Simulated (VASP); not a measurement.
Write the native input for VASP 6.6.1 that does the following.

```
Task                   : electric field gradients
Functional             : LDA
Potentials or basis    : VASP PAW LDA potentials, release 64 (Cu, I)
Cutoff                 : 520 eV
k mesh                 : 5 × 5 × 6
Occupations            : fermi-dirac, width 0.02 eV
Spin                   : no spin polarisation
Dipole correction      : no
Further INCAR settings : ALGO = Normal; EDIFF = 1e-08; NBANDS = 26
```

The structure of CuI lies in POSCAR:

```
CuI
1.0
    3.7331675900     -3.7110863700      0.0000000000
    3.7331675900      3.7110863700      0.0000000000
    0.0000000000      0.0000000000      4.3931376234
Cu I
2 2
Direct
    0.4204388300      0.5795611700      0.7500000000
    0.5795611700      0.4204388300      0.2500000000
    0.7700426800      0.2299573200      0.7500000000
    0.2299573200      0.7700426800      0.2500000000
```

This cell differs from its parent crystal: zz strain of +2 %.

These files were run (other wordings do the same):

INCAR

```
ALGO = Normal ; EDIFF = 1E-8
ENCUT = 520 ; GGA = CA
ISIF = 2 ; ISMEAR = -1
LASPH = True ; LCHARG = False
LEFG = True ; LREAL = False
LWAVE = False ; NBANDS = 26
NELM = 100 ; PREC = Accurate
SIGMA = 0.02
```

KPOINTS

```
k-points
0
Gamma
  5 5 6
```

Potentials or basis: VASP PAW LDA potentials, release 64 (Cu, I).

Command:

```sh
$ cat potpaw_LDA.64/Cu/POTCAR potpaw_LDA.64/I/POTCAR > POTCAR
$ mpirun -np 1 vasp_std > vasp.out
```

It gave:

| Item | Value |
| --- | --- |
| Pressure | -3.9 GPa |
| Largest force | 0.512 eV/Å |
| Band gap on the k mesh | 0.91 eV |
| Largest electric field gradient by atom | Cu +52.3; I -417.5 V/Å² |

Caveat: the cell differs from its parent crystal (zz strain of +2 %); the cell stands under tension; without QUAD_EFG the Cq values of the log hold for a quadrupole moment of 1 mb, not for the nuclei; spin-orbit coupling is left out, which moves the levels of the heavy elements.

It took 3.9 min on 1 thread of Intel Xeon 8259CL, on a shared host, peak memory 0.26 GiB.
